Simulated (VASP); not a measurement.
# Ba (P-1) in VASP: single point with revPBE

Aim: the single point of Ba with revPBE.

Program: VASP 6.6.1. These are calculated values, not measurements. Logs are shortened: lines on timing, memory, paths and dates and some standing lists are left out, and cuts for length are marked.

## 1. The cell of the first run

The typed cell holds 2 atoms: a = 4.386 Å, b = 4.386 Å, c = 7.190 Å, α = 90.00°, β = 90.00°, γ = 70.04°.

## 2. Single point, revPBE (atoms moved at random)

INCAR reads:

```
PREC = Accurate
ENCUT = 520
EDIFF = 1E-6
ISMEAR = 0
SIGMA = 0.05
LREAL = F
LASPH = T
NELM = 60
ALGO = Normal
ISIF = 2
LWAVE = F
LCHARG = F
GGA = RE
NBANDS = 17
```

KPOINTS reads:

```
regular mesh
0
Gamma
  6 6 3
```

POSCAR reads:

```
Ba
1.0
    3.5917737300     -2.5169042300      0.0000000000
    3.5917737300      2.5169042300      0.0000000000
    0.0000000000      0.0000000000      7.1900451800
Ba
2
Direct
    0.2599040000      0.7447760000      0.7515690000
    0.7501560000      0.2749890000      0.2465430000
```

Potentials or basis: VASP PAW PBE potentials, release 64 (Ba_sv).

On the command line:

```bash
$ cat potpaw_PBE.64/Ba_sv/POTCAR > POTCAR
$ mpirun -np 1 vasp_std > vasp.out
```

OUTCAR:

```text
PREC = Accurate
   ENCUT = 520
   EDIFF = 1E-6
   ISMEAR = 0
   LREAL = F
   LASPH = T
   NELM = 60
   ISIF = 2
   GGA = RE

 ion  position               nearest neighbor table
   1  0.260  0.745  0.752-   2 4.30   2 4.36   2 4.42   2 4.48
   2  0.750  0.275  0.247-   1 4.30   1 4.36   1 4.42   1 4.48

  LATTYP: Found a base centered orthorhombic cell.
 ALAT       =     5.0338084600
 B/A-ratio  =     1.4270601508
 C/A-ratio  =     1.4283509667

  Lattice vectors:

 A1 = (  -3.5917737300,  -2.5169042300,   0.0000000000)
 A2 = (   3.5917737300,  -2.5169042300,   0.0000000000)
 A3 = (   0.0000000000,   0.0000000000,   7.1900451800)

Analysis of symmetry for initial positions (statically):
=====================================================================
 Subroutine PRICEL returns:
 Original cell was already a primitive cell.

 Routine SETGRP: Setting up the symmetry group for a
 base centered orthorhombic supercell.

 Subroutine GETGRP returns: Found  2 space group operations
 (whereof  1 operations were pure point group operations)
 out of a pool of  8 trial point group operations.

The static configuration has the point symmetry C_1 .
 The point group associated with its full space group is S_2 .

Analysis of symmetry for dynamics (positions and initial velocities):
=====================================================================
 Subroutine PRICEL returns:
 Original cell was already a primitive cell.

 Routine SETGRP: Setting up the symmetry group for a
 base centered orthorhombic supercell.

 Subroutine GETGRP returns: Found  2 space group operations
 (whereof  1 operations were pure point group operations)
 out of a pool of  8 trial point group operations.

The dynamic configuration has the point symmetry C_1 .
 The point group associated with its full space group is S_2 .

 Subroutine INISYM returns: Found  2 space group operations
 (whereof  1 operations are pure point group operations),
 and found     1 'primitive' translations

----------------------------------------------------------------------------------------

                                     Primitive cell

  volume of cell :     129.9982

  direct lattice vectors                    reciprocal lattice vectors
     3.591773730 -2.516904230  0.000000000     0.139206987 -0.198656744  0.000000000
[... 82 lines left out ...]
   LSORBIT =      F    spin-orbit coupling
   LASPH  =      T    aspherical Exc in radial PAW
   ENCUT  =  520.0 eV  38.22 Ry    6.18 a.u.   8.15  8.15 13.37*2*pi/ulx,y,z
   NELM   =     60;   NELMIN=  2; NELMDL= -5     # of ELM steps
   EDIFF  = 0.1E-05   stopping-criterion for ELM
   LREAL  =      F    real-space projection
   EDIFFG = 0.1E-04   stopping-criterion for IOM
   NSW    =      0    number of steps for IOM
   IBRION =     -1    ionic relax: 0-MD 1-quasi-New 2-CG
   NFREE  =      0    steps in history (QN), initial steepest desc. (CG)
   ISIF   =      2    stress and relaxation
   ISYM   =      2    0-nonsym 1-usesym 2-fastsym
   POTIM  = 0.5000    time-step for ionic-motion
   TEBEG  =    0.0;   TEEND  =   0.0 temperature during run
   PSTRESS=    0.0 pullay stress
   NELECT =      20.0000    total number of electrons
   NUPDOWN=      -1.0000    fix difference up-down
   EMIN   =  10.00;   EMAX   =-10.00  energy-range for DOS
   EFERMI =   0.00;   METHOD = LEGACY
   ISMEAR =     0;   SIGMA  =   0.05  broadening in eV -4-tet -1-fermi 0-gaus
   EFERMI_NEDOS =   21; number of points for ismear=-14 and -15
   IALGO  =     38    algorithm
   IMIX   =      4    mixing-type and parameters
     AMIX     =   0.40;   BMIX     =  1.00
     AMIX_MAG =   1.60;   BMIX_MAG =  1.00
  volume/ion in A,a.u.               =      65.00       438.64
  Fermi-wavevector in a.u.,A,eV,Ry     =   0.877214  1.657695 10.469752  0.769505
  Thomas-Fermi vector in A             =   1.997132
   LORBIT       =      0    0 simple, 1 ext, 2 COOP (PROOUT), +10 PAW based schemes
   GGA     = RE    functional components
   LHFCALC =     F    Hartree Fock is set to
   AEXX    =    0.0000 exact exchange contribution
   IVDW    =     0    specifies the selected vdW correction
   LEPSILON=     F    determine dielectric tensor
   LRPA    =     F    only Hartree local field effects (RPA)
 non-spin polarized calculation
 Gauss-broadening in eV      SIGMA  =   0.05
  energy-cutoff  :      520.00
  volume of cell :      130.00
 maximum number of plane-waves:      3518
 NGX is ok and might be reduce to    36
   NGX = 17   NGY = 17   NGZ = 27

 number of electron      20.0000000 magnetization

 Free energy of the ion-electron system (eV)
  ---------------------------------------------------
  ext. energy  EPLUGINS =         0.00000000
  ---------------------------------------------------
  free energy    TOTEN  =        -3.42852639 eV

  energy without entropy =       -3.42470957  energy(sigma->0) =       -3.42661798

 E-fermi :   1.6568     XC(G=0):  -7.2270

 val. band max:        1.6116211995   @ k =  -0.3333   0.5000  -0.3333
 cond. band min:       1.6614731872   @ k =  -0.1667  -0.3333   0.0000
 fundamental gap:      0.0498519876
 Fermi energy:         1.6567981103

 k-point     1 :       0.0000    0.0000    0.0000
  band No.  band energies     occupation
      1     -27.3489      2.00000
      2     -27.3114      2.00000
      3     -12.7387      2.00000
      4     -12.4460      2.00000
      5     -12.3283      2.00000
      6     -12.3279      2.00000
[... 457 lines left out ...]
      4     -12.4939      2.00000
      5     -12.4387      2.00000
      6     -12.3753      2.00000
[... 9 lines left out ...]
     16       4.3800      0.00000
     17       4.4682      0.00000

 [... further k-points ...]

------------------------ aborting loop because EDIFF is reached ----------------------------------------

  FORCE on cell =-STRESS in cart. coord.  units (eV):
  Direction    XX          YY          ZZ          XY          YZ          ZX
  --------------------------------------------------------------------------------------
  -------------------------------------------------------------------------------------
  Total        0.2132976      0.3984226      0.2257141     -0.0090777     -0.0081078     -0.0016838
  in kB        2.6288106      4.9104051      2.7818391     -0.1118791     -0.0999256     -0.0207517
  external PRESSURE =       3.4403516 kB  Pullay stress =       0.0000000 kB

 VOLUME and BASIS-vectors are now :
 -----------------------------------------------------------------------------
  energy-cutoff  :      520.00
  volume of cell :      130.00
      direct lattice vectors                 reciprocal lattice vectors
     3.591773730 -2.516904230  0.000000000     0.139206987 -0.198656744  0.000000000
     3.591773730  2.516904230  0.000000000     0.139206987  0.198656744  0.000000000
     0.000000000  0.000000000  7.190045180     0.000000000  0.000000000  0.139081184

 POSITION                                       TOTAL-FORCE (eV/Angst)
 -----------------------------------------------------------------------------------
      3.60858      1.22038      5.40382         0.018247      0.066073     -0.050584
      3.68209     -1.19595      1.77266        -0.018247     -0.066073      0.050584
 -----------------------------------------------------------------------------------
    total drift:                               -0.000000     -0.000001      0.000002

  FREE ENERGIE OF THE ION-ELECTRON SYSTEM (eV)
  ---------------------------------------------------
  free  energy   TOTEN  =        -3.4285263864 eV

  energy  without entropy=       -3.4247095702  energy(sigma->0) =       -3.42661798
```

It took 2.7 min on 1 thread of AMD EPYC, shared host; peak memory 0.27 GiB.

What came out:

```
Free energy            : -3.4285 eV
Pressure               : 0.3 GPa
Largest force          : 0.085 eV/Å
Band gap on the k mesh : zero (bands 10 and 11 overlap by 0.78 eV)
```

Forces in eV/Å, atoms in the order of the input:
```
Ba   0.018  0.066 -0.051
Ba  -0.018 -0.066  0.051
```

Levels at points of the mesh, in eV from the Fermi level:
| k point | band 6 | band 7 | band 8 | band 9 | band 10 | band 11 | band 12 | band 13 | band 14 | band 15 |
| --- | --- | --- | --- | --- | --- | --- | --- | --- | --- | --- |
| (0.00, 0.00, 0.00) | -13.98 | -13.98 | -13.97 | -2.75 | -0.89 | 0.73 | 1.08 | 1.75 | 1.81 | 1.83 |
| (0.50, 0.00, 0.00) | -14.13 | -14.03 | -14.02 | -0.49 | -0.45 | 0.40 | 0.47 | 0.76 | 0.88 | 2.82 |
| (0.00, 0.50, 0.00) | -14.13 | -14.03 | -14.02 | -0.53 | -0.42 | 0.32 | 0.56 | 0.76 | 0.88 | 2.89 |
| (0.50, 0.50, 0.00) | -14.25 | -14.10 | -13.98 | -0.89 | -0.55 | -0.53 | 0.73 | 1.08 | 3.01 | 3.57 |

Caveat: the cell differs from its parent crystal (atoms moved at random); the PAW data sets were made with another functional, which shifts forces and pressure a little; spin-orbit coupling is left out, which moves the levels of the heavy elements.
